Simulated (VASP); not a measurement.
Wanted: the native input for a VASP 6.6.1 run.

- Task: single point
- Functional: PBE
- Potentials or basis: VASP PAW PBE potentials, release 64 (C)
- Cutoff: 520 eV
- k mesh: 12 × 12 × 6
- Occupations: gaussian, width 0.1 eV
- Spin: no spin polarisation
- Dipole correction: no
- Further INCAR settings: ALGO = Normal; EDIFF = 1e-07; NBANDS = 28

The structure of C lies in POSCAR:

```
C
1.0
    3.1289927554      0.0000000000      0.0000000000
   -1.5644963777      2.7097872144      0.0000000000
    0.0000000000      0.0000000000      6.9319818049
C
9
Direct
    0.8164879632      0.1835120368      0.8333333333
    0.8164879632      0.6329759264      0.5000000000
    0.3670240736      0.1835120368      0.1666666667
    0.0000000000      0.0000000000      0.6666666667
    0.0000000000      0.0000000000      0.3333333333
    0.0000000000      0.0000000000      0.0000000000
    0.1835120368      0.8164879632      0.8333333333
    0.1835120368      0.3670240736      0.5000000000
    0.6329759264      0.8164879632      0.1666666667
```

The cell was generated, and may not be a known phase.

These files were run (other wordings do the same):

INCAR

```
PREC = Accurate
ENCUT = 520
EDIFF = 1E-7
ISMEAR = 0
SIGMA = 0.1
LREAL = F
LASPH = T
NELM = 60
ALGO = Normal
ISIF = 2
LWAVE = F
LCHARG = T
GGA = PE
LELF = T
LVHAR = T
NBANDS = 28
```

KPOINTS

```
regular mesh
0
Gamma
  12 12 6
```

Potentials or basis: VASP PAW PBE potentials, release 64 (C).

Command:

```console
$ cat potpaw_PBE.64/C/POTCAR > POTCAR
$ mpirun -np 1 vasp_std > vasp.out
```

Results of the run:

```yaml
Pressure: 0.5 GPa
Largest_force: 0.047 eV/Å
Band_gap_on_the_k_mesh: zero (bands 18 and 19 overlap by 0.04 eV)
```

Run time: 3 min on 1 thread of Intel Xeon 8259CL, on a shared host, peak memory 0.22 GiB.
